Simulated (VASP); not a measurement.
Set up this calculation in VASP 6.6.1, as the native input.

* Task: single point
* Functional: PBE
* Potentials or basis: VASP PAW PBE potentials, release 64 (Si, W_sv)
* Cutoff: 520 eV
* k mesh: 9 × 9 × 6
* Occupations: gaussian, width 0.03 eV
* Spin: no spin polarisation
* Dipole correction: no
* Further INCAR settings: ALGO = Normal; EDIFF = 1e-06; NBANDS = 43

The structure of Si2W lies in POSCAR:

```
Si2W
1.0
    4.7444861815      0.0000000000      0.0000000000
   -2.3722430908      4.1088455611      0.0000000000
    0.0000000000      0.0000000000      6.2873930878
Si W
6 3
Direct
    0.8175753463      0.6351506926      0.5000000000
    0.1824246537      0.8175753463      0.8333333333
    0.6351506926      0.8175753463      0.1666666667
    0.1824246537      0.3648493074      0.5000000000
    0.8175753463      0.1824246537      0.8333333333
    0.3648493074      0.1824246537      0.1666666667
    0.0000000000      0.5000000000      0.1666666667
    0.5000000000      0.5000000000      0.8333333333
    0.5000000000      0.0000000000      0.5000000000
```

This cell differs from its parent crystal: atoms shifted along a free coordinate, c/a of the conventional cell at fixed volume 1.3252.

These files were run (other wordings do the same):

INCAR

```
ALGO = Normal
EDIFF = 1E-6
ENCUT = 520
GGA = PE
ISIF = 2
ISMEAR = 0
LASPH = True
LCHARG = False
LREAL = False
LWAVE = False
NBANDS = 43
NELM = 80
PREC = Accurate
SIGMA = 0.03
```

KPOINTS

```
k-points
0
Gamma
  9 9 6
```

Potentials or basis: VASP PAW PBE potentials, release 64 (Si, W_sv).

The run is started by

```sh
$ cat potpaw_PBE.64/Si/POTCAR potpaw_PBE.64/W_sv/POTCAR > POTCAR
$ mpirun -np 1 vasp_std > vasp.out
```

Results of the run:

```json
{"Pressure": "7.5 GPa", "Largest force": "2.030 eV/Å", "Band gap on the k mesh": "0.11 eV (least direct gap 0.22 eV)"}
```

Caveat: the cell stands under pressure; spin-orbit coupling is left out, which moves the levels of the heavy elements; an odd mesh through Γ misses points on the zone boundary, where band edges can lie; forces of over 1 eV/Å act on the atoms, so gaps and moduli don't describe the material at rest.

Run time: 110 s on 1 thread of Intel(R) Xeon(R) 6975P-C (Granite Rapids) (shared host), peak memory 0.35 GiB.
